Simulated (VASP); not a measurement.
Set up this calculation in VASP 6.6.1, as the native input.

```yaml
Task: single point
Functional: r2SCAN
Potentials_or_basis: VASP PAW PBE potentials, release 64 (Ca_sv)
Cutoff: 520 eV
k_mesh: 9 × 9 × 9
Occupations: methfessel-paxton, width 0.1 eV
Spin: no spin polarisation
Dipole_correction: no
Further_INCAR_settings: ALGO = Normal; EDIFF = 1e-07; NBANDS = 11
```

Crystal: Ca.

```xyz
1
Lattice="-2.2791 2.2791 2.2791 2.2791 -2.2791 2.2791 2.2791 2.2791 -2.2791" Properties=species:S:1:pos:R:3 pbc="T T T"
Ca    0.0000    0.0000    0.0000
```

This isn't the form of Ca at room conditions, which is fcc.

These files were run (other wordings do the same):

POSCAR

```
Ca
1.0
   -2.2791345301      2.2791345301      2.2791345301
    2.2791345301     -2.2791345301      2.2791345301
    2.2791345301      2.2791345301     -2.2791345301
Ca
1
Direct
    0.0000000000      0.0000000000      0.0000000000
```

INCAR.step1

```
  PREC = Accurate
  ENCUT = 520
  ISMEAR = 1
  SIGMA = 0.1
  LREAL = False
  LASPH = True
  NELM = 100
  NBANDS = 11
  GGA = PE
  ALGO = Normal
  EDIFF = 1E-4
  LWAVE = True
  LCHARG = False
```

INCAR.step2

```
  PREC = Accurate
  ENCUT = 520
  EDIFF = 1E-7
  ISMEAR = 1
  SIGMA = 0.1
  LREAL = False
  LASPH = True
  NELM = 100
  ALGO = Normal
  ISIF = 2
  LWAVE = False
  LCHARG = False
  METAGGA = R2SCAN
  LMIXTAU = True
  NBANDS = 11
  ISTART = 1
```

KPOINTS

```
regular mesh
0
Gamma
  9 9 9
```

Potentials or basis: VASP PAW PBE potentials, release 64 (Ca_sv).

Command:

```bash
$ cat potpaw_PBE.64/Ca_sv/POTCAR > POTCAR
$ cp INCAR.step1 INCAR
$ mpirun -np 1 vasp_std > vasp.out
$ cp INCAR.step2 INCAR
$ mpirun -np 1 vasp_std > vasp.out
```

Results of the run:

```
Pressure               : -1.3 GPa
Band gap on the k mesh : zero (bands 5 and 6 overlap by 0.43 eV)
```

Caveat: the PAW data sets were made with another functional, which shifts forces and pressure a little.

It took 2.2 min on 1 thread of Intel(R) Xeon(R) Platinum 8488C (Sapphire Rapids) (shared host), peak memory 0.17 GiB.
